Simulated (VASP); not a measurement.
Runs of VASP 6.6.1 on V. The structure is that of space group Im-3m (No. 229), or close to it. The cells are those of the table. 

```tsv
task	cell	k mesh	cutoff (eV)	smearing	ions in elastic constants	gap on the mesh (eV)	pressure (GPa)	relaxed volume (Å³/atom)
relaxation of cell and atoms	relaxed from a = 2.620 Å, angles 109.5°, 1 atom	10 × 10 × 10	600	gaussian 0.1 eV	-	none	-0.2	(a)
single point	a = 2.620 Å, angles 109.5°, 1 atom	8 × 8 × 8	520	gaussian 0.1 eV	-	none	(b)	-
single point	a = 2.563 Å, angles 109.5°, 1 atom	20 × 20 × 20	520	gaussian 0.1 eV	-	none	0.3	-
single point	a = 2.566 Å, angles 109.5°, 1 atom	20 × 20 × 20	520	fermi-dirac 0.15 eV	-	none	0.1	-
relaxation of cell and atoms	relaxed from a = 2.563 Å, angles 109.5°, 1 atom	20 × 20 × 20	600	fermi-dirac 0.15 eV	-	none	0.0	13.01
relaxation of cell and atoms	relaxed from a = 2.569 Å, angles 109.5°, 1 atom	20 × 20 × 20	600	gaussian 0.1 eV	-	none	0.0	12.96
single point	a = 2.569 Å, angles 109.5°, 1 atom	10 × 10 × 10	520	gaussian 0.1 eV	-	none	0.0	-
```

Alike in all rows: level PBEsol; potentials or basis VASP PAW PBE potentials, release 64 (V_sv); no spin polarisation.

Task: Fill in the values left out.

Result: (a) 13.05; (b) -12.6.

Caveats: some runs use coarse meshes; the PAW data sets were made with another functional, which shifts forces and pressure a little.

A gap of «none» marks levels without a gap at the run's occupations.
